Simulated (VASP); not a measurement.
# N in VASP: notebook

Runs on N. Level: r2SCAN. Tasks: single point.

Program: VASP 6.6.1. These are calculated values, not measurements. Logs are shortened: lines on timing, memory, paths and dates and some standing lists are left out, and cuts for length are marked.

### Step 1. The cell of the first run

The cell holds a disordered packing, 20 atoms: a = 8.015 Å, b = 8.015 Å, c = 8.015 Å, α = 90.00°, β = 90.00°, γ = 90.00°.

### Step 2. Single point, r2SCAN

POSCAR

```
N
1.0
    8.0146010000      0.0000000000      0.0000000000
    0.0000000000      8.0146010000      0.0000000000
    0.0000000000      0.0000000000      8.0146010000
N
20
Direct
    0.2058368221      0.8176701498      0.4022907691
    0.1933346401      0.8625008282      0.2744615733
    0.3459186552      0.8679408994      0.8646718658
    0.4666857402      0.9360416071      0.8746786022
    0.9093528174      0.9030268631      0.6118832366
    0.9770667311      0.9252862370      0.7280462246
    0.9209067301      0.5760735937      0.9215305915
    0.9591494324      0.5806028273      1.0523293674
    0.9087539105      0.4922640566      0.4766924766
    0.9366030823      0.3570358649      0.4778528588
    0.4466972217      0.5071244345      0.9725250203
    0.4918523081      0.4569659800      0.8521447294
    0.1470940350      0.2036408300      0.1378234550
    0.2144585863      0.2390012928      0.0250168411
    0.8104084034      0.1271928571      0.0150475364
    0.7133106190      0.1944700678      0.0817757490
    0.6174480801      0.8803432635      0.2992912560
    0.6602200159      0.7571805508      0.2542359875
    0.3663563539      0.4505776395      0.4345444021
    0.4603597858      0.3571356827      0.4217178123
```

INCAR.step1

```
SYSTEM = N
PREC     = Accurate       ! precision mode
ENCUT    = 1080           ! plane-wave cutoff, eV
ISMEAR   = -1             ! smearing method
SIGMA    = 0.05           ! smearing width, eV
LREAL    = Auto         
LASPH    = .TRUE.         ! aspherical terms in the spheres
NELM     = 120            ! most SCF steps
NBANDS   = 66             ! bands
GGA      = PE             ! functional
ALGO     = Normal         ! electronic algorithm
EDIFF    = 1E-5           ! SCF threshold, eV
LWAVE    = .TRUE.         ! write WAVECAR
LCHARG   = .FALSE.        ! write CHGCAR
GGA_COMPAT= .FALSE.
```

INCAR.step2

```
SYSTEM = N
PREC     = Accurate       ! precision mode
ENCUT    = 1080           ! plane-wave cutoff, eV
EDIFF    = 1E-6           ! SCF threshold, eV
ISMEAR   = -1             ! smearing method
SIGMA    = 0.05           ! smearing width, eV
LREAL    = Auto         
LASPH    = .TRUE.         ! aspherical terms in the spheres
NELM     = 120            ! most SCF steps
ALGO     = Normal         ! electronic algorithm
ISIF     = 2              ! what is computed and relaxed
LWAVE    = .FALSE.        ! write WAVECAR
LCHARG   = .TRUE.         ! write CHGCAR
METAGGA  = R2SCAN         ! meta-GGA
LMIXTAU  = .TRUE.       
LELF     = .TRUE.         ! ELF
LVHAR    = .TRUE.       
NBANDS   = 66             ! bands
ISTART   = 1            
GGA_COMPAT= .FALSE.
```

KPOINTS

```
regular mesh
0
G
  1 1 1
  0 0 0
```

Potentials or basis: VASP PAW PBE potentials, release 64 (N_h).

Command:

```
> cat potpaw_PBE.64/N_h/POTCAR > POTCAR
> cp INCAR.step1 INCAR
> mpirun -np 1 vasp_gam > vasp.out
> cp INCAR.step2 INCAR
> mpirun -np 1 vasp_gam > vasp.out
```

OUTCAR:

```text
SYSTEM = N
   PREC = Accurate
   ENCUT = 1080
   EDIFF = 1E-6
   ISMEAR = -1
   LREAL = Auto
   LASPH = .TRUE.
   NELM = 120
   ISIF = 2
   METAGGA = R2SCAN
   ISTART = 1

 ion  position               nearest neighbor table
   1  0.206  0.818  0.402-   2 1.09
   2  0.193  0.863  0.274-   1 1.09
   3  0.346  0.868  0.865-   4 1.11
   4  0.467  0.936  0.875-   3 1.11
   5  0.909  0.903  0.612-   6 1.09
   6  0.977  0.925  0.728-   5 1.09
[... 12 lines left out ...]
  19  0.366  0.451  0.435-  20 1.07
  20  0.460  0.357  0.422-  19 1.07

  LATTYP: Found a simple cubic cell.
 ALAT       =     8.0146010000

  Lattice vectors:

 A1 = (   8.0146010000,   0.0000000000,   0.0000000000)
 A2 = (   0.0000000000,   8.0146010000,   0.0000000000)
 A3 = (   0.0000000000,   0.0000000000,   8.0146010000)

Analysis of symmetry for initial positions (statically):
=====================================================================
 Subroutine PRICEL returns:
 Original cell was already a primitive cell.

 Routine SETGRP: Setting up the symmetry group for a
 simple cubic supercell.

 Subroutine GETGRP returns: Found  1 space group operations
 (whereof  1 operations were pure point group operations)
 out of a pool of 48 trial point group operations.

The static configuration has the point symmetry C_1 .

Analysis of symmetry for dynamics (positions and initial velocities):
=====================================================================
 Subroutine PRICEL returns:
 Original cell was already a primitive cell.

 Routine SETGRP: Setting up the symmetry group for a
 simple cubic supercell.

 Subroutine GETGRP returns: Found  1 space group operations
 (whereof  1 operations were pure point group operations)
 out of a pool of 48 trial point group operations.

The dynamic configuration has the point symmetry C_1 .

 Subroutine INISYM returns: Found  1 space group operations
 (whereof  1 operations are pure point group operations),
 and found     1 'primitive' translations

----------------------------------------------------------------------------------------

                                     Primitive cell

  volume of cell :     514.8085

  direct lattice vectors                    reciprocal lattice vectors
     8.014601000  0.000000000  0.000000000     0.124772275  0.000000000  0.000000000
     0.000000000  8.014601000  0.000000000     0.000000000  0.124772275  0.000000000
     0.000000000  0.000000000  8.014601000     0.000000000  0.000000000  0.124772275

  length of vectors
     8.014601000  8.014601000  8.014601000     0.124772275  0.124772275  0.124772275

  position of ions in fractional coordinates (direct lattice)
     0.205836822  0.817670150  0.402290769
     0.193334640  0.862500828  0.274461573
     0.345918655  0.867940899  0.864671866
     0.466685740  0.936041607  0.874678602
     0.909352817  0.903026863  0.611883237
     0.977066731  0.925286237  0.728046225
[... 12 lines left out ...]
     0.366356354  0.450577639  0.434544402
     0.460359786  0.357135683  0.421717812

  ion indices of the primitive-cell ions
   primitive index   ion index
                 1           1
                 2           2
                 3           3
                 4           4
                 5           5
                 6           6
[... 12 lines left out ...]
                19          19
                20          20

----------------------------------------------------------------------------------------

 KPOINTS: regular mesh

Automatic generation of k-mesh.
 Grid dimensions read from file:
 generate k-points for:    1    1    1

 Generating k-lattice:

  Cartesian coordinates                     Fractional coordinates (reciprocal lattice)
     0.124772275  0.000000000  0.000000000     1.000000000  0.000000000  0.000000000
     0.000000000  0.124772275  0.000000000     0.000000000  1.000000000  0.000000000
     0.000000000  0.000000000  0.124772275     0.000000000  0.000000000  1.000000000

  Length of vectors
     0.124772275  0.124772275  0.124772275

  Shift w.r.t. Gamma in fractional coordinates (k-lattice)
     0.000000000  0.000000000  0.000000000

 Subroutine IBZKPT returns following result:
 ===========================================

 Found      1 irreducible k-points:

 Following reciprocal coordinates:
            Coordinates               Weight
  0.000000  0.000000  0.000000      1.000000
   k-points           NKPTS =      1   k-points in BZ     NKDIM =      1   number of bands    NBANDS=     66
   number of dos      NEDOS =    301   number of ions     NIONS =     20
   total plane-waves  NPLWV = 729000
   dimension x,y,z NGX =    90 NGY =   90 NGZ =   90
   dimension x,y,z NGXF=   180 NGYF=  180 NGZF=  180
   ions per type =              20
   NGX,Y,Z   is equivalent  to a cutoff of  18.67, 18.67, 18.67 a.u.
   NGXF,Y,Z  is equivalent  to a cutoff of  37.34, 37.34, 37.34 a.u.
 SYSTEM =  N
   PREC   = accura    normal or accurate (medium, high low for compatibility)
   ISTART =      1    job   : 0-new  1-cont  2-samecut
   ICHARG =      0    charge: 1-file 2-atom 10-const
   ISPIN  =      1    spin polarized calculation?
   LNONCOLLINEAR =      F non collinear calculations
   LSORBIT =      F    spin-orbit coupling
   LASPH  =      T    aspherical Exc in radial PAW
   ENCUT  = 1080.0 eV  79.38 Ry    8.91 a.u.  21.48 21.48 21.48*2*pi/ulx,y,z
   NELM   =    120;   NELMIN=  2; NELMDL=  0     # of ELM steps
   EDIFF  = 0.1E-05   stopping-criterion for ELM
   LREAL  =      T    real-space projection
   EDIFFG = 0.1E-04   stopping-criterion for IOM
   NSW    =      0    number of steps for IOM
[... 5 lines left out ...]
   TEBEG  =    0.0;   TEEND  =   0.0 temperature during run
   PSTRESS=    0.0 pullay stress
   NELECT =     100.0000    total number of electrons
   NUPDOWN=      -1.0000    fix difference up-down
   EMIN   =  10.00;   EMAX   =-10.00  energy-range for DOS
   EFERMI =   0.00;   METHOD = LEGACY
   ISMEAR =    -1;   SIGMA  =   0.05  broadening in eV -4-tet -1-fermi 0-gaus
   EFERMI_NEDOS =   21; number of points for ismear=-14 and -15
   IALGO  =     38    algorithm
   IMIX   =      4    mixing-type and parameters
     AMIX     =   0.40;   BMIX     =  1.00
     AMIX_MAG =   1.60;   BMIX_MAG =  1.00
  volume/ion in A,a.u.               =      25.74       173.70
  Fermi-wavevector in a.u.,A,eV,Ry     =   0.948112  1.791672 12.230497  0.898916
  Thomas-Fermi vector in A             =   2.076269
   LORBIT       =      0    0 simple, 1 ext, 2 COOP (PROOUT), +10 PAW based schemes
   METAGGA = R2SCAN    functional components
   LHFCALC =     F    Hartree Fock is set to
   AEXX    =    0.0000 exact exchange contribution
   IVDW    =     0    specifies the selected vdW correction
   LEPSILON=     F    determine dielectric tensor
   LRPA    =     F    only Hartree local field effects (RPA)
 non-spin polarized calculation
  energy-cutoff  :     1080.00
  volume of cell :      514.81
 maximum number of plane-waves:     20878
 NGX is ok and might be reduce to    90
   NGX = 43   NGY = 43   NGZ = 43

 number of electron     100.0000000 magnetization

 Free energy of the ion-electron system (eV)
  ---------------------------------------------------
  ext. energy  EPLUGINS =         0.00000000
  ---------------------------------------------------
  free energy    TOTEN  =      -184.06754131 eV

  energy without entropy =     -184.06754131  energy(sigma->0) =     -184.06754131

 E-fermi :  -5.8463     XC(G=0):  -5.8938

 val. band max:       -7.0752242688   @ k =   0.0000   0.0000   0.0000
 cond. band min:       1.0411375273   @ k =   0.0000   0.0000   0.0000
 fundamental gap:      8.1163617962
 Fermi energy:        -5.8463153712

 k-point     1 :       0.0000    0.0000    0.0000
  band No.  band energies     occupation
      1     -26.8155      2.00000
      2     -26.5726      2.00000
      3     -26.5327      2.00000
      4     -26.5219      2.00000
      5     -26.4293      2.00000
      6     -26.3021      2.00000
[... 54 lines left out ...]
     61       1.6571      0.00000
     62       1.7208      0.00000
 [bands above 62 left out]

------------------------ aborting loop because EDIFF is reached ----------------------------------------

  FORCE on cell =-STRESS in cart. coord.  units (eV):
  Direction    XX          YY          ZZ          XY          YZ          ZX
  --------------------------------------------------------------------------------------
  -------------------------------------------------------------------------------------
  Total        1.2425491     -0.8289760     -0.0337830     -2.7459282     -1.1402811     -0.3117844
  in kB        3.8670379     -2.5799235     -0.1051388     -8.5458258     -3.5487613     -0.9703294
  external PRESSURE =       0.3939919 kB  Pullay stress =       0.0000000 kB

 VOLUME and BASIS-vectors are now :
 -----------------------------------------------------------------------------
  energy-cutoff  :     1080.00
  volume of cell :      514.81
      direct lattice vectors                 reciprocal lattice vectors
     8.014601000  0.000000000  0.000000000     0.124772275  0.000000000  0.000000000
     0.000000000  8.014601000  0.000000000     0.000000000  0.124772275  0.000000000
     0.000000000  0.000000000  8.014601000     0.000000000  0.000000000  0.124772275

 POSITION                                       TOTAL-FORCE (eV/Angst)
 -----------------------------------------------------------------------------------
      1.64970      6.55330      3.22420         0.092903     -0.114711      0.394281
      1.54950      6.91260      2.19970        -0.032423      0.040396     -0.418700
      2.77240      6.95620      6.93000         2.575664      1.433364      0.200531
      3.74030      7.50200      7.01020        -2.565911     -1.441415     -0.243133
      7.28810      7.23740      4.90400        -0.151811      0.015184     -0.082534
      7.83080      7.41580      5.83500         0.063420      0.029020      0.077278
[... 12 lines left out ...]
      2.93620      3.61120      3.48270        -3.056745      3.006331      0.401478
      3.68960      2.86230      3.37990         3.084345     -3.052289     -0.412428
 -----------------------------------------------------------------------------------
    total drift:                                0.007576     -0.005835     -0.010714

  FREE ENERGIE OF THE ION-ELECTRON SYSTEM (eV)
  ---------------------------------------------------
  free  energy   TOTEN  =      -184.0675413127 eV

  energy  without entropy=     -184.0675413127  energy(sigma->0) =     -184.06754131
```

It took 12 min on 1 thread of Intel Xeon Platinum 8259CL at 2.50GHz (Skylake/Cascade Lake), shared host; peak memory 1.4 GiB.

What came out:

- Free energy: -184.0675 eV
- Pressure: 0.0 GPa
- Largest force: 4.359 eV/Å

Forces in eV/Å, atoms in the order of the input:
```
N    0.093 -0.115  0.394
N   -0.032  0.040 -0.419
N    2.576  1.433  0.201
N   -2.566 -1.441 -0.243
N   -0.152  0.015 -0.083
N    0.063  0.029  0.077
N   -0.035 -0.019 -0.064
N    0.061 -0.002  0.060
N    0.385 -1.899  0.023
N   -0.394  1.892  0.005
N    0.708 -0.627 -1.679
N   -0.576  0.740  1.645
N   -0.131  0.008  0.377
N    0.096 -0.042 -0.337
N    0.553 -0.426 -0.426
N   -0.640  0.495  0.442
N    0.542 -1.637 -0.549
N   -0.579  1.601  0.587
N   -3.057  3.006  0.401
N    3.084 -3.052 -0.412
```

Stress tensor (GPa, compression positive):
```
 0.39 -0.85 -0.10
-0.85 -0.26 -0.35
-0.10 -0.35 -0.01
```

Levels at points of the mesh, in eV from the Fermi level:
```csv
k point,band 47,band 48,band 49,band 50,band 51,band 52,band 53,band 54
"(0.00, 0.00, 0.00)",-1.46,-1.45,-1.36,-1.23,6.89,6.91,6.98,7.06
```

Caveat: the k points lie up to 0.78 Å⁻¹ apart; the atoms stand as in a frame of molecular dynamics; the PAW data sets were made with another functional, which shifts forces and pressure a little.

(Part 1 of 2 ends here.)
